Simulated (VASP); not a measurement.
# WC (rocksalt type) (Fm-3m) in VASP: a series of runs

Runs on WC (rocksalt type). Level: PBE. Tasks: relaxation of cell and atoms.

All numbers are computed with VASP 6.6.1; they aren't measurements. Logs are shortened: lines on timing, memory, paths and dates and some standing lists are left out, and cuts for length are marked.

**1. The cell of the first run**

The structure is cubic, space group Fm-3m (No. 225). The conventional cell has a = 4.380 Å, b = 4.380 Å, c = 4.380 Å, α = 90.00°, β = 90.00°, γ = 90.00°. W (site symmetry m-3m) has 6 C at 2.19 Å within 2.9 Å. Within 2.9 Å of C (site symmetry m-3m) lie 6 W at 2.19 Å.

**2. Relaxation of cell and atoms, PBE, target pressure -0.037 GPa, at which the enthalpy is minimised**

INCAR reads:

```
SYSTEM = WC
ALGO = Normal ; EDIFF = 1E-7
EDIFFG = -0.005 ; ENCUT = 600
GGA = PE ; IBRION = 2
ISIF = 3 ; ISMEAR = -1
LASPH = .True. ; LCHARG = .False.
LREAL = .False. ; LWAVE = .False.
NELM = 100 ; NSW = 60
PREC = Accurate ; PSTRESS = -0.37
SIGMA = 0.08
```

KPOINTS reads:

```
k-points
0
Gamma
  15 15 15
  0 0 0
```

POSCAR reads:

```
WC
1.0
    0.0000000000      2.1901585499      2.1901585499
    2.1901585499      0.0000000000      2.1901585499
    2.1901585499      2.1901585499      0.0000000000
W C
1 1
Direct
    0.0000000000      0.0000000000      0.0000000000
    0.5000000000      0.5000000000      0.5000000000
```

Potentials or basis: VASP PAW PBE potentials, release 64 (W_sv, C).

On the command line:

```sh
$ cat potpaw_PBE.64/W_sv/POTCAR potpaw_PBE.64/C/POTCAR > POTCAR
$ mpirun -np 1 vasp_std > vasp.out
```

OUTCAR:

```text
SYSTEM = WC
   EDIFF = 1E-7
   EDIFFG = -0.005
   ENCUT = 600
   GGA = PE
   IBRION = 2
   ISIF = 3
   ISMEAR = -1
   LASPH = .True.
   LREAL = .False.
   NELM = 100
   NSW = 60
   PREC = Accurate
   PSTRESS = -0.37

 ion  position               nearest neighbor table
   1  0.000  0.000  0.000-   2 2.19   2 2.19   2 2.19   2 2.19   2 2.19   2 2.19
   2  0.500  0.500  0.500-   1 2.19   1 2.19   1 2.19   1 2.19   1 2.19   1 2.19

  LATTYP: Found a face centered cubic cell.
 ALAT       =     4.3803170998

  Lattice vectors:

 A1 = (   0.0000000000,   2.1901585499,   2.1901585499)
 A2 = (   2.1901585499,   0.0000000000,   2.1901585499)
 A3 = (   2.1901585499,   2.1901585499,   0.0000000000)

Analysis of symmetry for initial positions (statically):
=====================================================================
 Subroutine PRICEL returns:
 Original cell was already a primitive cell.

 Routine SETGRP: Setting up the symmetry group for a
 face centered cubic supercell.

 Subroutine GETGRP returns: Found 48 space group operations
 (whereof 48 operations were pure point group operations)
 out of a pool of 48 trial point group operations.

The static configuration has the point symmetry O_h .

Analysis of symmetry for dynamics (positions and initial velocities):
=====================================================================
 Subroutine PRICEL returns:
 Original cell was already a primitive cell.

 Routine SETGRP: Setting up the symmetry group for a
 face centered cubic supercell.

 Subroutine GETGRP returns: Found 48 space group operations
 (whereof 48 operations were pure point group operations)
 out of a pool of 48 trial point group operations.

The dynamic configuration has the point symmetry O_h .

 Subroutine INISYM returns: Found 48 space group operations
 (whereof 48 operations are pure point group operations),
 and found     1 'primitive' translations

----------------------------------------------------------------------------------------

                                     Primitive cell

  volume of cell :      21.0115

  direct lattice vectors                    reciprocal lattice vectors
     0.000000000  2.190158550  2.190158550    -0.228293974  0.228293974  0.228293974
     2.190158550  0.000000000  2.190158550     0.228293974 -0.228293974  0.228293974
     2.190158550  2.190158550  0.000000000     0.228293974  0.228293974 -0.228293974

  length of vectors
     3.097351925  3.097351925  3.097351925     0.395416763  0.395416763  0.395416763

  position of ions in fractional coordinates (direct lattice)
     0.000000000  0.000000000  0.000000000
     0.500000000  0.500000000  0.500000000

  ion indices of the primitive-cell ions
   primitive index   ion index
                 1           1
                 2           2

----------------------------------------------------------------------------------------

 KPOINTS: k-points

Automatic generation of k-mesh.
 Grid dimensions read from file:
 generate k-points for:   15   15   15

 Generating k-lattice:

  Cartesian coordinates                     Fractional coordinates (reciprocal lattice)
    -0.015219598  0.015219598  0.015219598     0.066666667  0.000000000  0.000000000
     0.015219598 -0.015219598  0.015219598     0.000000000  0.066666667  0.000000000
     0.015219598  0.015219598 -0.015219598     0.000000000  0.000000000  0.066666667

  Length of vectors
     0.026361118  0.026361118  0.026361118

  Shift w.r.t. Gamma in fractional coordinates (k-lattice)
     0.000000000  0.000000000  0.000000000

 Subroutine IBZKPT returns following result:
 ===========================================

 Found    120 irreducible k-points:

 Following reciprocal coordinates:
            Coordinates               Weight
  0.000000  0.000000  0.000000      1.000000
  0.066667  0.000000  0.000000      8.000000
  0.133333  0.000000  0.000000      8.000000
  0.200000  0.000000  0.000000      8.000000
  0.266667  0.000000  0.000000      8.000000
  0.333333  0.000000  0.000000      8.000000
[... 16 lines left out ...]
  0.133333  0.133333  0.000000      6.000000
  0.200000  0.133333  0.000000     24.000000
 [... further k-points ...]
   k-points           NKPTS =    120   k-points in BZ     NKDIM =    120   number of bands    NBANDS=     13
   number of dos      NEDOS =    301   number of ions     NIONS =      2
   total plane-waves  NPLWV =  21952
   dimension x,y,z NGX =    28 NGY =   28 NGZ =   28
   dimension x,y,z NGXF=    56 NGYF=   56 NGZF=   56
   ions per type =               1   1
   NGX,Y,Z   is equivalent  to a cutoff of  15.03, 15.03, 15.03 a.u.
   NGXF,Y,Z  is equivalent  to a cutoff of  30.06, 30.06, 30.06 a.u.
 SYSTEM =  WC
   PREC   = accura    normal or accurate (medium, high low for compatibility)
   ISTART =      0    job   : 0-new  1-cont  2-samecut
   ICHARG =      2    charge: 1-file 2-atom 10-const
   ISPIN  =      1    spin polarized calculation?
   LNONCOLLINEAR =      F non collinear calculations
   LSORBIT =      F    spin-orbit coupling
   LASPH  =      T    aspherical Exc in radial PAW
   ENCUT  =  600.0 eV  44.10 Ry    6.64 a.u.   6.19  6.19  6.19*2*pi/ulx,y,z
   NELM   =    100;   NELMIN=  2; NELMDL= -5     # of ELM steps
   EDIFF  = 0.1E-06   stopping-criterion for ELM
   LREAL  =      F    real-space projection
   EDIFFG = -.5E-02   stopping-criterion for IOM
   NSW    =     60    number of steps for IOM
   IBRION =      2    ionic relax: 0-MD 1-quasi-New 2-CG
   NFREE  =      1    steps in history (QN), initial steepest desc. (CG)
   ISIF   =      3    stress and relaxation
   ISYM   =      2    0-nonsym 1-usesym 2-fastsym
   POTIM  = 0.5000    time-step for ionic-motion
   TEBEG  =    0.0;   TEEND  =   0.0 temperature during run
   PSTRESS=   -0.4 pullay stress
   NELECT =      18.0000    total number of electrons
   NUPDOWN=      -1.0000    fix difference up-down
   EMIN   =  10.00;   EMAX   =-10.00  energy-range for DOS
   EFERMI =   0.00;   METHOD = LEGACY
   ISMEAR =    -1;   SIGMA  =   0.08  broadening in eV -4-tet -1-fermi 0-gaus
   EFERMI_NEDOS =   21; number of points for ismear=-14 and -15
   IALGO  =     38    algorithm
   IMIX   =      4    mixing-type and parameters
     AMIX     =   0.40;   BMIX     =  1.00
     AMIX_MAG =   1.60;   BMIX_MAG =  1.00
  volume/ion in A,a.u.               =      10.51        70.90
  Fermi-wavevector in a.u.,A,eV,Ry     =   1.554820  2.938184 32.891610  2.417465
  Thomas-Fermi vector in A             =   2.658851
   LORBIT       =      0    0 simple, 1 ext, 2 COOP (PROOUT), +10 PAW based schemes
   GGA     = PE    functional components
   LHFCALC =     F    Hartree Fock is set to
   AEXX    =    0.0000 exact exchange contribution
   IVDW    =     0    specifies the selected vdW correction
   LEPSILON=     F    determine dielectric tensor
   LRPA    =     F    only Hartree local field effects (RPA)
 conjugate gradient relaxation of ions
 non-spin polarized calculation
  energy-cutoff  :      600.00
  volume of cell :       21.01
 maximum number of plane-waves:       725
 NGX is ok and might be reduce to    28
   NGX = 13   NGY = 13   NGZ = 13

--------------------------------------- Ionic step        1  -------------------------------------------

 number of electron      18.0000002 magnetization

 Free energy of the ion-electron system (eV)
  ---------------------------------------------------
  ext. energy  EPLUGINS =         0.00000000
  ---------------------------------------------------
  free energy    TOTEN  =       -21.56797988 eV

  energy without entropy =      -21.54762069  energy(sigma->0) =      -21.55780028

------------------------ aborting loop because EDIFF is reached ----------------------------------------

  FORCE on cell =-STRESS in cart. coord.  units (eV):
  Direction    XX          YY          ZZ          XY          YZ          ZX
  --------------------------------------------------------------------------------------
  -------------------------------------------------------------------------------------
  Total        0.1044369      0.1044369      0.1044369     -0.0000000      0.0000000      0.0000000
  in kB        7.9635724      7.9635724      7.9635724     -0.0000000      0.0000000      0.0000000
  external PRESSURE =       8.3335724 kB  Pullay stress =      -0.3700000 kB
[... 61 lines left out ...]
  enthalpy is  TOTEN    =       -21.5721865196 eV   P V=       -0.0048907780

--------------------------------------- Ionic step        3  -------------------------------------------

 number of electron      18.0000001 magnetization

 Free energy of the ion-electron system (eV)
  ---------------------------------------------------
  ext. energy  EPLUGINS =         0.00000000
  ---------------------------------------------------
  free energy    TOTEN  =       -21.56808929 eV

  energy without entropy =      -21.54766841  energy(sigma->0) =      -21.55787885

 E-fermi :  12.3981     XC(G=0): -13.7220

 val. band max:       12.3922139206   @ k =  -0.4000   0.2667   0.1333
 cond. band min:      12.4004669135   @ k =  -0.2667   0.4000   0.1333
 fundamental gap:      0.0082529929
 Fermi energy:        12.3980636771

 k-point     1 :       0.0000    0.0000    0.0000
  band No.  band energies     occupation
      1     -63.0192      2.00000
      2     -27.0125      2.00000
      3     -27.0125      2.00000
      4     -27.0125      2.00000
      5      -3.3964      2.00000
      6       9.6721      2.00000
      7       9.6721      2.00000
      8       9.6721      2.00000
      9      11.3493      2.00000
     10      11.3493      2.00000
     11      11.3493      2.00000
     12      11.4598      1.99998
     13      11.4598      1.99998
[... 353 lines left out ...]
 k-point    24 :       0.2000    0.1333    0.0000
  band No.  band energies     occupation
      1     -63.0060      2.00000
      2     -27.1763      2.00000
      3     -27.0645      2.00000
      4     -27.0582      2.00000
      5      -2.3754      2.00000
      6       6.6812      2.00000
      7       8.2537      2.00000
      8       8.7904      2.00000
      9       9.4686      2.00000
     10      11.7558      1.99935
     11      13.0898      0.00035
     12      13.7222      0.00000
     13      16.1113      0.00000

 [... further k-points ...]

------------------------ aborting loop because EDIFF is reached ----------------------------------------

  FORCE on cell =-STRESS in cart. coord.  units (eV):
  Direction    XX          YY          ZZ          XY          YZ          ZX
  --------------------------------------------------------------------------------------
  -------------------------------------------------------------------------------------
  Total       -0.0035630     -0.0035630     -0.0035630      0.0000000     -0.0000000     -0.0000000
  in kB       -0.2710843     -0.2710843     -0.2710843      0.0000000     -0.0000000     -0.0000000
  external PRESSURE =       0.0989157 kB  Pullay stress =      -0.3700000 kB
[... 17 lines left out ...]
  FREE ENERGIE OF THE ION-ELECTRON SYSTEM (eV)
  ---------------------------------------------------
  free  energy   TOTEN  =       -21.5680892911 eV

  energy  without entropy=      -21.5476684143  energy(sigma->0) =      -21.55787885

  enthalpy is  TOTEN    =       -21.5729524516 eV   P V=       -0.0048631605

 reached required accuracy - stopping structural energy minimisation
```

Wall time 2.4 min (1 thread of Intel Xeon 8259CL, shared host); peak memory 0.2 GiB.

What came out:

* Free energy: -21.5681 eV
* Relaxed volume: 10.53 Å³/atom
* Relaxed cell: a = 3.100 Å, b = 3.100 Å, c = 3.100 Å, α = 60.00°, β = 60.00°, γ = 60.00°
* Space group after relaxing (to 0.1 Å): Fm-3m (No. 225)
* Energy change on relaxing (the run minimises the enthalpy): -0.1 meV/atom
* Ionic steps: 3
* Pressure after relaxing: 0.0 GPa

Step by step:
```csv
step,energy change (eV),largest force (eV/Å),pressure (GPa),volume (Å³)
1,0.0000,0.0000,0.80,21.01
2,0.0007,0.0000,-2.07,21.18
3,-0.0001,0.0000,-0.03,21.06
```

Final structure:
```yaml
crystal:
  lattice:
    - [0.00000, 2.19179, 2.19179]
    - [2.19179, 0.00000, 2.19179]
    - [2.19179, 2.19179, 0.00000]
  atoms:
    - { symbol: W, position: [0.00000, 0.00000, 0.00000] }
    - { symbol: C, position: [0.50000, 0.50000, 0.50000] }
```

Levels at points of the mesh, in eV from the Fermi level:
```tsv
k point	band 5	band 6	band 7	band 8	band 9	band 10	band 11	band 12	band 13
(0.00, 0.00, 0.00)	-15.79	-2.73	-2.73	-2.73	-1.05	-1.05	-1.05	-0.94	-0.94
```

Caveat: the cell is relaxed towards a set pressure, so the run minimises the enthalpy, not the energy; the highest band is partly filled, so the run has too few bands; spin-orbit coupling is left out, which moves the levels of the heavy elements.

(Part 1 of 2 ends here.)
